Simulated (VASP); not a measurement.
Here is a VASP 6.6.1 calculation.

INCAR

```
SYSTEM = Cu
ALGO     = Normal         ! electronic algorithm
EDIFF    = 1E-7           ! SCF threshold, eV
EDIFFG   = -0.05          ! ionic threshold
ENCUT    = 700            ! plane-wave cutoff, eV
GGA      = CA             ! functional
GGA_COMPAT= .FALSE.      
IBRION   = 2              ! ionic algorithm
ISIF     = 3              ! what is computed and relaxed
ISMEAR   = 0              ! smearing method
LASPH    = .TRUE.         ! aspherical terms in the spheres
LCHARG   = .FALSE.        ! write CHGCAR
LREAL    = .FALSE.        ! projectors in reciprocal space
LWAVE    = .FALSE.        ! write WAVECAR
NELM     = 120            ! most SCF steps
NELMIN   = 4            
NSW      = 100            ! ionic steps
PREC     = Accurate       ! precision mode
SIGMA    = 0.1            ! smearing width, eV
```

KPOINTS

```
k-points
0
G
  10 10 10
  0 0 0
```

POSCAR

```
Cu
1.0
    0.0000000000      1.8250000000      1.8250000000
    1.8250000000      0.0000000000      1.8250000000
    1.8250000000      1.8250000000      0.0000000000
Cu
1
Direct
    0.0000000000      0.0000000000      0.0000000000
```

Potentials or basis: VASP PAW LDA potentials, release 64 (Cu_sv_GW).

Command:

```bash
$ cat potpaw_LDA.64/Cu_sv_GW/POTCAR > POTCAR
$ mpirun -np 1 vasp_std > vasp.out
```

What does it give for the space group after relaxing (to 0.05 Å)?

Fm-3m (No. 225).

Predict the relaxed volume.

10.75 Å³/atom.

Predict the relaxed cell.

a = 2.477 Å, b = 2.477 Å, c = 2.477 Å, α = 60.00°, β = 60.00°, γ = 60.00°.

The path:
```csv
step,energy change (eV),largest force (eV/Å),pressure (GPa),volume (Å³)
1,0.0000,0.0000,-19.83,12.16
2,-0.0178,0.0000,28.09,9.70
3,-0.1002,0.0000,-0.38,10.75
```

Caveat: the volume moved by -12 % from the deposited cell, more than functionals usually miss. Zero-point motion and thermal expansion aren't in these numbers.
